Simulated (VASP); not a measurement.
# ZnAu (Pm-3m) in VASP: a series of runs, part 2 of 2

VASP 6.6.1.

## 4. Single point, LDA

This run uses another cell than the first one, of 15.58 Å³/atom, 1.087 times its volume.

File INCAR:

```
PREC = Accurate ; ENCUT = 520
EDIFF = 1E-6 ; ISMEAR = -1
SIGMA = 0.1 ; LREAL = F
LASPH = T ; NELM = 100
ALGO = Normal ; ISIF = 2
LWAVE = F ; LCHARG = T
LELF = T ; LVHAR = T
NBANDS = 18
```

File KPOINTS:

```
regular mesh
0
Gamma
  9 9 9
```

File POSCAR:

```
ZnAu
1.0
    3.1470000000      0.0000000000      0.0000000000
    0.0000000000      3.1470000000      0.0000000000
    0.0000000000      0.0000000000      3.1470000000
Zn Au
1 1
Direct
    0.5000000000      0.5000000000      0.5000000000
    0.0000000000      0.0000000000      0.0000000000
```

Potentials or basis: VASP PAW LDA potentials, release 64 (Zn, Au).

The run is started by

```
cat potpaw_LDA.64/Zn/POTCAR potpaw_LDA.64/Au/POTCAR > POTCAR
mpirun -np 1 vasp_std > vasp.out
```

OUTCAR:

```text
PREC = Accurate
   ENCUT = 520
   EDIFF = 1E-6
   ISMEAR = -1
   LREAL = F
   LASPH = T
   NELM = 100
   ISIF = 2

 ion  position               nearest neighbor table
   1  0.500  0.500  0.500-   2 2.73   2 2.73   2 2.73   2 2.73   2 2.73   2 2.73   2 2.73   2 2.73

   2  0.000  0.000  0.000-   1 2.73   1 2.73   1 2.73   1 2.73   1 2.73   1 2.73   1 2.73   1 2.73

  LATTYP: Found a simple cubic cell.
 ALAT       =     3.1470000000

  Lattice vectors:

 A1 = (   3.1470000000,   0.0000000000,   0.0000000000)
 A2 = (   0.0000000000,   3.1470000000,   0.0000000000)
 A3 = (   0.0000000000,   0.0000000000,   3.1470000000)

Analysis of symmetry for initial positions (statically):
=====================================================================
 Subroutine PRICEL returns:
 Original cell was already a primitive cell.

 Routine SETGRP: Setting up the symmetry group for a
 simple cubic supercell.

 Subroutine GETGRP returns: Found 48 space group operations
 (whereof 48 operations were pure point group operations)
 out of a pool of 48 trial point group operations.

The static configuration has the point symmetry O_h .

Analysis of symmetry for dynamics (positions and initial velocities):
=====================================================================
 Subroutine PRICEL returns:
 Original cell was already a primitive cell.

 Routine SETGRP: Setting up the symmetry group for a
 simple cubic supercell.

 Subroutine GETGRP returns: Found 48 space group operations
 (whereof 48 operations were pure point group operations)
 out of a pool of 48 trial point group operations.

The dynamic configuration has the point symmetry O_h .

 Subroutine INISYM returns: Found 48 space group operations
 (whereof 48 operations are pure point group operations),
[... 109 lines left out ...]
   EMIN   =  10.00;   EMAX   =-10.00  energy-range for DOS
   EFERMI =   0.00;   METHOD = LEGACY
   ISMEAR =    -1;   SIGMA  =   0.10  broadening in eV -4-tet -1-fermi 0-gaus
   EFERMI_NEDOS =   21; number of points for ismear=-14 and -15
   IALGO  =     38    algorithm
   IMIX   =      4    mixing-type and parameters
     AMIX     =   0.40;   BMIX     =  1.00
     AMIX_MAG =   1.60;   BMIX_MAG =  1.00
  volume/ion in A,a.u.               =      15.58       105.16
  Fermi-wavevector in a.u.,A,eV,Ry     =   1.479406  2.795672 29.778283  2.188642
  Thomas-Fermi vector in A             =   2.593568
   LORBIT       =      0    0 simple, 1 ext, 2 COOP (PROOUT), +10 PAW based schemes
   GGA     = CA    functional components
   LHFCALC =     F    Hartree Fock is set to
   AEXX    =    0.0000 exact exchange contribution
   IVDW    =     0    specifies the selected vdW correction
   LEPSILON=     F    determine dielectric tensor
   LRPA    =     F    only Hartree local field effects (RPA)
 non-spin polarized calculation
  energy-cutoff  :      520.00
  volume of cell :       31.17
 maximum number of plane-waves:       861
 NGX is ok and might be reduce to    24
   NGX = 11   NGY = 11   NGZ = 11

 number of electron      23.0000000 magnetization

 Free energy of the ion-electron system (eV)
  ---------------------------------------------------
  ext. energy  EPLUGINS =         0.00000000
  ---------------------------------------------------
  free energy    TOTEN  =        -6.73318380 eV

  energy without entropy =       -6.71357536  energy(sigma->0) =       -6.72337958

 E-fermi :   6.9284     XC(G=0): -12.6768

 val. band max:        6.7713340648   @ k =   0.3333   0.2222   0.0000
 cond. band min:       7.0183839116   @ k =   0.4444   0.4444   0.3333
 fundamental gap:      0.2470498468
 Fermi energy:         6.9284463151

 k-point     1 :       0.0000    0.0000    0.0000
  band No.  band energies     occupation
      1      -3.7624      2.00000
      2      -1.3017      2.00000
      3      -1.3017      2.00000
      4      -0.6299      2.00000
      5      -0.6299      2.00000
      6      -0.6299      2.00000
[... 481 lines left out ...]
      5      -0.4412      2.00000
      6       0.4331      2.00000
[... 10 lines left out ...]
     17      19.4705      0.00000
     18      21.6875      0.00000

 [... further k-points ...]

------------------------ aborting loop because EDIFF is reached ----------------------------------------

  FORCE on cell =-STRESS in cart. coord.  units (eV):
  Direction    XX          YY          ZZ          XY          YZ          ZX
  --------------------------------------------------------------------------------------
  -------------------------------------------------------------------------------------
  Total       -1.1718953     -1.1718953     -1.1718953      0.0000000     -0.0000000      0.0000000
  in kB      -60.2433586    -60.2433586    -60.2433586      0.0000000     -0.0000000      0.0000000
  external PRESSURE =     -60.2433586 kB  Pullay stress =       0.0000000 kB

 VOLUME and BASIS-vectors are now :
 -----------------------------------------------------------------------------
  energy-cutoff  :      520.00
  volume of cell :       31.17
      direct lattice vectors                 reciprocal lattice vectors
     3.147000000  0.000000000  0.000000000     0.317762949  0.000000000  0.000000000
     0.000000000  3.147000000  0.000000000     0.000000000  0.317762949  0.000000000
     0.000000000  0.000000000  3.147000000     0.000000000  0.000000000  0.317762949

 POSITION                                       TOTAL-FORCE (eV/Angst)
 -----------------------------------------------------------------------------------
      1.57350      1.57350      1.57350         0.000000      0.000000      0.000000
      0.00000      0.00000      0.00000         0.000000      0.000000      0.000000
 -----------------------------------------------------------------------------------
    total drift:                                0.000000      0.000000     -0.000000

  FREE ENERGIE OF THE ION-ELECTRON SYSTEM (eV)
  ---------------------------------------------------
  free  energy   TOTEN  =        -6.7331837991 eV

  energy  without entropy=       -6.7135753643  energy(sigma->0) =       -6.72337958
```

OSZICAR:

```text
N       E                     dE             d eps       ncg     rms          rms(c)
DAV:   1     0.132702627128E+03    0.13270E+03   -0.11311E+04  1284   0.164E+03
DAV:   2    -0.133239444617E+01   -0.13404E+03   -0.12765E+03  1280   0.319E+02
DAV:   3    -0.722036945267E+01   -0.58880E+01   -0.58272E+01  1406   0.715E+01
DAV:   4    -0.727339042159E+01   -0.53021E-01   -0.53002E-01  1374   0.600E+00
DAV:   5    -0.727393257273E+01   -0.54215E-03   -0.54214E-03  1350   0.656E-01    0.869E+00
DAV:   6    -0.677646430228E+01    0.49747E+00   -0.14493E+00  1346   0.133E+01    0.543E+00
DAV:   7    -0.674438092870E+01    0.32083E-01   -0.31596E-02  1764   0.359E+00    0.289E+00
DAV:   8    -0.673320466621E+01    0.11176E-01   -0.10188E-02  1310   0.103E+00    0.154E-01
DAV:   9    -0.673319006089E+01    0.14605E-04   -0.38165E-04  1512   0.301E-01    0.704E-02
DAV:  10    -0.673318436728E+01    0.56936E-05   -0.48427E-05  1374   0.703E-02    0.175E-02
DAV:  11    -0.673318379905E+01    0.56822E-06   -0.32474E-06  1312   0.270E-02
   1 F= -.67331838E+01 E0= -.67233796E+01  d E =-.196084E-01
```

Wall time 4.8 s (1 thread of Intel Xeon 6975P-C (Granite Rapids), shared host); peak memory 0.14 GiB.

What came out:

| Quantity | Value |
| --- | --- |
| Free energy | -6.7332 eV |
| Pressure | -6.0 GPa |

Caveat: spin-orbit coupling is left out, which moves the levels of the heavy elements.

## 5. Single point, LDA

This run uses another cell than the first one, of 16.21 Å³/atom, 1.130 times its volume.

File INCAR:

```
ALGO = Normal ; EDIFF = 1E-6
ENCUT = 520 ; ISIF = 2
ISMEAR = -1 ; LASPH = T
LCHARG = T ; LELF = T
LREAL = F ; LVHAR = T
LWAVE = F ; NBANDS = 18
NELM = 60 ; PREC = Accurate
SIGMA = 0.1
```

File KPOINTS:

```
k-points
0
Gamma
  9 9 9
```

File POSCAR:

```
ZnAu
1.0
    3.1884126438      0.0000000000      0.0000000000
    0.0000000000      3.1884126438      0.0000000000
    0.0000000000      0.0000000000      3.1884126438
Zn Au
1 1
Direct
    0.5000000000      0.5000000000      0.5000000000
    0.0000000000      0.0000000000      0.0000000000
```

Potentials or basis: VASP PAW LDA potentials, release 64 (Zn, Au).

The run is started by

```
cat potpaw_LDA.64/Zn/POTCAR potpaw_LDA.64/Au/POTCAR > POTCAR
mpirun -np 1 vasp_std > vasp.out
```

OUTCAR:

```text
EDIFF = 1E-6
   ENCUT = 520
   ISIF = 2
   ISMEAR = -1
   LASPH = T
   LREAL = F
   NELM = 60
   PREC = Accurate

 ion  position               nearest neighbor table
   1  0.500  0.500  0.500-   2 2.76   2 2.76   2 2.76   2 2.76   2 2.76   2 2.76   2 2.76   2 2.76

   2  0.000  0.000  0.000-   1 2.76   1 2.76   1 2.76   1 2.76   1 2.76   1 2.76   1 2.76   1 2.76

  LATTYP: Found a simple cubic cell.
 ALAT       =     3.1884126438

  Lattice vectors:

 A1 = (   3.1884126438,   0.0000000000,   0.0000000000)
 A2 = (   0.0000000000,   3.1884126438,   0.0000000000)
 A3 = (   0.0000000000,   0.0000000000,   3.1884126438)

Analysis of symmetry for initial positions (statically):
=====================================================================
 Subroutine PRICEL returns:
 Original cell was already a primitive cell.

 Routine SETGRP: Setting up the symmetry group for a
 simple cubic supercell.

 Subroutine GETGRP returns: Found 48 space group operations
 (whereof 48 operations were pure point group operations)
 out of a pool of 48 trial point group operations.

The static configuration has the point symmetry O_h .

Analysis of symmetry for dynamics (positions and initial velocities):
=====================================================================
 Subroutine PRICEL returns:
 Original cell was already a primitive cell.

 Routine SETGRP: Setting up the symmetry group for a
 simple cubic supercell.

 Subroutine GETGRP returns: Found 48 space group operations
 (whereof 48 operations were pure point group operations)
 out of a pool of 48 trial point group operations.

The dynamic configuration has the point symmetry O_h .

 Subroutine INISYM returns: Found 48 space group operations
 (whereof 48 operations are pure point group operations),
 and found     1 'primitive' translations

----------------------------------------------------------------------------------------

                                     Primitive cell

  volume of cell :      32.4133

  direct lattice vectors                    reciprocal lattice vectors
     3.188412644  0.000000000  0.000000000     0.313635690  0.000000000  0.000000000
     0.000000000  3.188412644  0.000000000     0.000000000  0.313635690  0.000000000
     0.000000000  0.000000000  3.188412644     0.000000000  0.000000000  0.313635690

  length of vectors
     3.188412644  3.188412644  3.188412644     0.313635690  0.313635690  0.313635690

  position of ions in fractional coordinates (direct lattice)
     0.500000000  0.500000000  0.500000000
     0.000000000  0.000000000  0.000000000

  ion indices of the primitive-cell ions
   primitive index   ion index
                 1           1
                 2           2

----------------------------------------------------------------------------------------

 KPOINTS: k-points

Automatic generation of k-mesh.
 Grid dimensions read from file:
 generate k-points for:    9    9    9

 Generating k-lattice:

  Cartesian coordinates                     Fractional coordinates (reciprocal lattice)
     0.034848410  0.000000000  0.000000000     0.111111111  0.000000000  0.000000000
     0.000000000  0.034848410  0.000000000     0.000000000  0.111111111  0.000000000
     0.000000000  0.000000000  0.034848410     0.000000000  0.000000000  0.111111111

  Length of vectors
     0.034848410  0.034848410  0.034848410

  Shift w.r.t. Gamma in fractional coordinates (k-lattice)
     0.000000000  0.000000000  0.000000000

 Subroutine IBZKPT returns following result:
 ===========================================

 Found     35 irreducible k-points:

 Following reciprocal coordinates:
            Coordinates               Weight
  0.000000  0.000000  0.000000      1.000000
  0.111111  0.000000  0.000000      6.000000
  0.222222  0.000000  0.000000      6.000000
  0.333333  0.000000  0.000000      6.000000
  0.444444  0.000000  0.000000      6.000000
  0.111111  0.111111  0.000000     12.000000
[... 16 lines left out ...]
  0.333333  0.333333  0.111111     24.000000
  0.444444  0.333333  0.111111     48.000000
 [... further k-points ...]
   k-points           NKPTS =     35   k-points in BZ     NKDIM =     35   number of bands    NBANDS=     18
   number of dos      NEDOS =    301   number of ions     NIONS =      2
   total plane-waves  NPLWV =  13824
   dimension x,y,z NGX =    24 NGY =   24 NGZ =   24
   dimension x,y,z NGXF=    48 NGYF=   48 NGZF=   48
   ions per type =               1   1
   NGX,Y,Z   is equivalent  to a cutoff of  12.51, 12.51, 12.51 a.u.
   NGXF,Y,Z  is equivalent  to a cutoff of  25.03, 25.03, 25.03 a.u.
 SYSTEM =  unknown system
   PREC   = accura    normal or accurate (medium, high low for compatibility)
   ISTART =      0    job   : 0-new  1-cont  2-samecut
   ICHARG =      2    charge: 1-file 2-atom 10-const
   ISPIN  =      1    spin polarized calculation?
   LNONCOLLINEAR =      F non collinear calculations
   LSORBIT =      F    spin-orbit coupling
   LASPH  =      T    aspherical Exc in radial PAW
   ENCUT  =  520.0 eV  38.22 Ry    6.18 a.u.   5.93  5.93  5.93*2*pi/ulx,y,z
   NELM   =     60;   NELMIN=  2; NELMDL= -5     # of ELM steps
   EDIFF  = 0.1E-05   stopping-criterion for ELM
   LREAL  =      F    real-space projection
   EDIFFG = 0.1E-04   stopping-criterion for IOM
   NSW    =      0    number of steps for IOM
   IBRION =     -1    ionic relax: 0-MD 1-quasi-New 2-CG
   NFREE  =      0    steps in history (QN), initial steepest desc. (CG)
   ISIF   =      2    stress and relaxation
   ISYM   =      2    0-nonsym 1-usesym 2-fastsym
   POTIM  = 0.5000    time-step for ionic-motion
   TEBEG  =    0.0;   TEEND  =   0.0 temperature during run
   PSTRESS=    0.0 pullay stress
   NELECT =      23.0000    total number of electrons
   NUPDOWN=      -1.0000    fix difference up-down
   EMIN   =  10.00;   EMAX   =-10.00  energy-range for DOS
   EFERMI =   0.00;   METHOD = LEGACY
   ISMEAR =    -1;   SIGMA  =   0.10  broadening in eV -4-tet -1-fermi 0-gaus
   EFERMI_NEDOS =   21; number of points for ismear=-14 and -15
   IALGO  =     38    algorithm
   IMIX   =      4    mixing-type and parameters
     AMIX     =   0.40;   BMIX     =  1.00
     AMIX_MAG =   1.60;   BMIX_MAG =  1.00
  volume/ion in A,a.u.               =      16.21       109.37
  Fermi-wavevector in a.u.,A,eV,Ry     =   1.460191  2.759360 29.009757  2.132157
  Thomas-Fermi vector in A             =   2.576669
   LORBIT       =      0    0 simple, 1 ext, 2 COOP (PROOUT), +10 PAW based schemes
   GGA     = CA    functional components
   LHFCALC =     F    Hartree Fock is set to
   AEXX    =    0.0000 exact exchange contribution
   IVDW    =     0    specifies the selected vdW correction
   LEPSILON=     F    determine dielectric tensor
   LRPA    =     F    only Hartree local field effects (RPA)
 non-spin polarized calculation
  energy-cutoff  :      520.00
  volume of cell :       32.41
 maximum number of plane-waves:       895
 NGX is ok and might be reduce to    24
   NGX = 11   NGY = 11   NGZ = 11

 number of electron      23.0000040 magnetization

 Free energy of the ion-electron system (eV)
  ---------------------------------------------------
  ext. energy  EPLUGINS =         0.00000000
  ---------------------------------------------------
  free energy    TOTEN  =        -6.66981426 eV

  energy without entropy =       -6.65035226  energy(sigma->0) =       -6.66008326

 E-fermi :   6.4207     XC(G=0): -12.4562

 val. band max:        6.2677553254   @ k =   0.3333   0.2222   0.0000
 cond. band min:       6.4979089149   @ k =   0.4444   0.4444   0.3333
 fundamental gap:      0.2301535894
 Fermi energy:         6.4207135993

 k-point     1 :       0.0000    0.0000    0.0000
  band No.  band energies     occupation
      1      -3.8831      2.00000
      2      -1.6012      2.00000
      3      -1.6012      2.00000
      4      -1.0146      2.00000
      5      -1.0146      2.00000
      6      -1.0146      2.00000
[... 10 lines left out ...]
     17      18.3569      0.00000
     18      24.5773      0.00000
[... 463 lines left out ...]
 k-point    24 :       0.4444    0.3333    0.1111
  band No.  band energies     occupation
      1      -1.6281      2.00000
      2      -1.4588      2.00000
      3      -1.2482      2.00000
      4      -1.2034      2.00000
      5      -0.8440      2.00000
      6       0.1063      2.00000
[... 10 lines left out ...]
     17      18.7785      0.00000
     18      20.8759      0.00000

 [... further k-points ...]

------------------------ aborting loop because EDIFF is reached ----------------------------------------

  FORCE on cell =-STRESS in cart. coord.  units (eV):
  Direction    XX          YY          ZZ          XY          YZ          ZX
  --------------------------------------------------------------------------------------
  -------------------------------------------------------------------------------------
  Total       -2.0911671     -2.0911671     -2.0911671      0.0000000     -0.0000000      0.0000000
  in kB     -103.3655324   -103.3655324   -103.3655324      0.0000000     -0.0000000      0.0000000
  external PRESSURE =    -103.3655324 kB  Pullay stress =       0.0000000 kB

 VOLUME and BASIS-vectors are now :
 -----------------------------------------------------------------------------
  energy-cutoff  :      520.00
  volume of cell :       32.41
      direct lattice vectors                 reciprocal lattice vectors
     3.188412644  0.000000000  0.000000000     0.313635690  0.000000000  0.000000000
     0.000000000  3.188412644  0.000000000     0.000000000  0.313635690  0.000000000
     0.000000000  0.000000000  3.188412644     0.000000000  0.000000000  0.313635690

 POSITION                                       TOTAL-FORCE (eV/Angst)
 -----------------------------------------------------------------------------------
      1.59421      1.59421      1.59421         0.000000      0.000000      0.000000
      0.00000      0.00000      0.00000         0.000000      0.000000      0.000000
 -----------------------------------------------------------------------------------
    total drift:                                0.000000      0.000000     -0.000000

  FREE ENERGIE OF THE ION-ELECTRON SYSTEM (eV)
  ---------------------------------------------------
  free  energy   TOTEN  =        -6.6698142555 eV

  energy  without entropy=       -6.6503522646  energy(sigma->0) =       -6.66008326
```

stdout:

```text
POSCAR found type information on POSCAR ZnAu
 POSCAR found :  2 types and       2 ions
 scaLAPACK will be used
 LDA part: xc-table for (Slater(with rela. corr.)+CA(PZ))
 , standard interpolation
 POSCAR, INCAR and KPOINTS ok, starting setup
 FFT: planning ... GRIDC
 FFT: planning ... GRID_SOFT
 FFT: planning ... GRID
 WAVECAR not read
 entering main loop
```

Wall time 4.7 s (1 thread of Intel Xeon 6975P-C (Granite Rapids), shared host); peak memory 0.14 GiB.

Results:

| Property | Result |
| --- | --- |
| Free energy | -6.6698 eV |
| Pressure | -10.3 GPa |

Caveat: spin-orbit coupling is left out, which moves the levels of the heavy elements.

## 6. Single point, LDA

This run uses another cell than the first one, of 16.83 Å³/atom, 1.174 times its volume.

File INCAR:

```
ALGO = Normal
EDIFF = 1E-6
ENCUT = 520
ISIF = 2
ISMEAR = -1
LASPH = T
LCHARG = F
LREAL = F
LWAVE = F
NBANDS = 18
NELM = 80
PREC = Accurate
SIGMA = 0.1
```

KPOINTS is that of step 5.

File POSCAR:

```
ZnAu
1.0
    3.2287765825      0.0000000000      0.0000000000
    0.0000000000      3.2287765825      0.0000000000
    0.0000000000      0.0000000000      3.2287765825
Zn Au
1 1
Direct
    0.5000000000      0.5000000000      0.5000000000
    0.0000000000      0.0000000000      0.0000000000
```

Potentials or basis: VASP PAW LDA potentials, release 64 (Zn, Au).

The run is started by

```
cat potpaw_LDA.64/Zn/POTCAR potpaw_LDA.64/Au/POTCAR > POTCAR
mpirun -np 1 vasp_std > vasp.out
```

Run time: 4.7 s. Hardware: 1 thread of Intel Xeon 6975P-C (Granite Rapids), shared host; peak memory 0.14 GiB.

It converged, with:

```
Free energy : -6.5771 eV
Pressure    : -13.6 GPa
```

Levels at points of the mesh, in eV from the Fermi level:
| k point | band 8 | band 9 | band 10 | band 11 | band 12 | band 13 | band 14 | band 15 |
| --- | --- | --- | --- | --- | --- | --- | --- | --- |
| (0.00, 0.00, 0.00) | -5.14 | -3.60 | -3.60 | -3.60 | 4.82 | 4.82 | 4.82 | 7.80 |

Caveat: spin-orbit coupling is left out, which moves the levels of the heavy elements.

## 7. Overview

```csv
cell,gap on the mesh (eV),pressure (GPa)
"a = 3.061 Å, 2 atoms",none,7.0
"a = 3.104 Å, 2 atoms",none,-0.3
"a = 3.147 Å, 2 atoms",none,-6.0
"a = 3.188 Å, 2 atoms",none,-10.3
"a = 3.229 Å, 2 atoms",none,-13.6
```

Alike in all rows: task single point; level LDA; potentials or basis VASP PAW LDA potentials, release 64 (Zn, Au); no spin polarisation; k mesh 9 × 9 × 9; cutoff (eV) 520; smearing fermi-dirac 0.1 eV.

Caveats: spin-orbit coupling is left out, which moves the levels of the heavy elements.

Total energies depend on the potentials used, so only differences within one code and one set of settings carry meaning.
